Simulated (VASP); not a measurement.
K, 1 atom in the cell. It takes space group I4/mmm (No. 139, tetragonal). The conventional cell has a = 4.712 Å, b = 4.712 Å, c = 5.236 Å, α = 90.00°, β = 90.00°, γ = 90.00°. K (site symmetry 4/mmm) has 14 K at 4.24 to 5.24 Å within 5.6 Å.  This cell differs from its parent crystal: strain -0.1000 x Voigt [1, 1, 0, 0, 0, 0].

| Quantity | Value |
| --- | --- |
| Program | VASP 6.6.1 |
| Task | single point |
| Functional | PBE |
| Potentials or basis | VASP PAW PBE potentials, release 64 (K_sv) |
| Cutoff | 520 eV |
| k mesh | 14 × 14 × 14 |
| Occupations | gaussian, width 0.15 eV |
| Spin | no spin polarisation |
| Dipole correction | no |
| Further INCAR settings | ALGO = Fast; EDIFF = 1e-06; NBANDS = 10 |

Potentials or basis: VASP PAW PBE potentials, release 64 (K_sv).

Command:

```console
$ cat potpaw_PBE.64/K_sv/POTCAR > POTCAR
$ mpirun -np 1 vasp_std > vasp.out
```

Hardware: 1 thread of Intel Xeon 8259CL (shared host).

Question: Estimate the wall time of this run.

Answer: It took 110 s on 1 thread of Intel Xeon 8259CL (shared host), peak memory 0.27 GiB. Counts: scf iterations 11, k points 244.
